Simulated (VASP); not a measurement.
Input of a VASP 6.6.1 run:

File INCAR:

```
ALGO     = Normal         # electronic algorithm
EDIFF    = 1E-6           # SCF threshold, eV
ENCUT    = 520            # plane-wave cutoff, eV
GGA      = PS             # functional
ISIF     = 2              # what is computed and relaxed
ISMEAR   = -1             # smearing method
IVDW     = 12             # dispersion correction
LASPH    = True           # aspherical terms in the spheres
LCHARG   = False          # write CHGCAR
LREAL    = False          # projectors in reciprocal space
LWAVE    = False          # write WAVECAR
NBANDS   = 14             # bands
NELM     = 60             # most SCF steps
PREC     = Accurate       # precision mode
SIGMA    = 0.05           # smearing width, eV
```

The input KPOINTS:

```
k-points
0
Gamma
  8 8 8
```

Contents of POSCAR:

```
NaCl
1.0
    3.3792554391      0.0000000000      0.0000000000
    0.0000000000      3.3792554391      0.0000000000
    0.0000000000      0.0000000000      3.3792554391
Cl Na
1 1
Direct
    0.5000000000      0.5000000000      0.5000000000
    0.0000000000      0.0000000000      0.0000000000
```

Potentials or basis: VASP PAW PBE potentials, release 64 (Cl, Na_pv).

Launch:

```bash
$ cat potpaw_PBE.64/Cl/POTCAR potpaw_PBE.64/Na_pv/POTCAR > POTCAR
$ mpirun -np 1 vasp_std > vasp.out
```

Problem. Estimate the dispersion energy per atom.

Solution. -0.223 eV.

Problem. Estimate the band gap on the k mesh.

Solution. 4.21 eV, indirect (least direct gap 4.80 eV).

Problem. Estimate the pressure.

Solution. 0.0 GPa.

Caveat: the PAW data sets were made with another functional, which shifts forces and pressure a little. Expect the measured gap to be larger: semilocal functionals such as PBEsol lack the derivative discontinuity.
